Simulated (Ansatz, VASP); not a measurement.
Two plane-wave programs on Lu3F2

```
CELL_PARAMETERS angstrom
4.30282 0.00000 0.00000
-2.15141 3.72635 0.00000
0.00000 0.00000 5.33698
ATOMIC_POSITIONS crystal
Lu 0.66667 0.33333 0.24227
Lu 0.66667 0.33333 0.75773
Lu 0.00000 0.00000 0.50000
F 0.00000 0.00000 0.00000
F 0.33333 0.66667 0.50000
```

Change from the starting cell: species swapped into the Co3Ge2 type (P-6m2, No. 187).

Alike in both runs: task relaxation of cell and atoms; functional PBE; k mesh 6 × 6 × 4; occupations gaussian, width 0.1 eV; no spin polarisation.

|  | VASP | Ansatz |
| --- | --- | --- |
| version | VASP 6.6.1 | Ansatz 0.2.0 |
| potentials or method | VASP PAW PBE potentials, release 64 (Lu, F), cutoff 600 eV | scalar-relativistic, plane waves, PAW |
| valence electrons in the cell | 89 | 89 |

```csv
,VASP,Ansatz,Ansatz less VASP
"gap on the k mesh at the Fermi level, each at its own relaxed structure (eV)",none,none,-
relaxed volume (Å³/atom),19.89,22.28,+2.383
relaxed cell length with the largest relative difference (Å),8.078,9.381,+1.3031
```

A gap of «none» marks a metal or a gap that the smearing closes. One of these differences is far larger than is usual between the two programs; its cause wasn't traced.

Spin-orbit coupling is off throughout. Noted on VASP's run: the volume moved by over 15 % at a fixed basis, so the end points are rough.
